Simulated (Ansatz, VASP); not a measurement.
# Two plane-wave programs on EuS

```
Eu S
1.0
     0.00000    2.97850    2.97850
     2.97850    0.00000    2.97850
     2.97850    2.97850    0.00000
Eu S
1 1
Cartesian
  0.0000 0.0000 0.0000
  2.9785 2.9785 2.9785
```

Alike in both runs: task single point; functional PBE; k mesh 7 × 7 × 7; collinear spin.

|  | VASP | Ansatz |
| --- | --- | --- |
| version | VASP 6.6.1 | Ansatz 0.2.0 |
| potentials or method | VASP PAW PBE potentials, release 64 (Eu, S) | plane waves, PAW |
| plane-wave cutoff (eV) | 600 | 420 |
| occupations | fermi-dirac, width 0.1 eV | fermi-dirac |
| valence electrons in the cell | 23 | 23 |

VASP gave:

| Item | Value |
| --- | --- |
| pressure (GPa) | -2.9 |
| net moment per atom (μB) | 3.48 |
| size of the moment on the site where the two differ most (μB) | 6.58 |

**Question.** Which values does Ansatz return?

**Answer.** Pressure (GPa): -2.6; net moment per atom (μB): 3.48; size of the moment on the site where the two differ most (μB): 6.75.

Site moments also hang on the region over which each program counts them.

Neither program's run includes spin-orbit coupling.
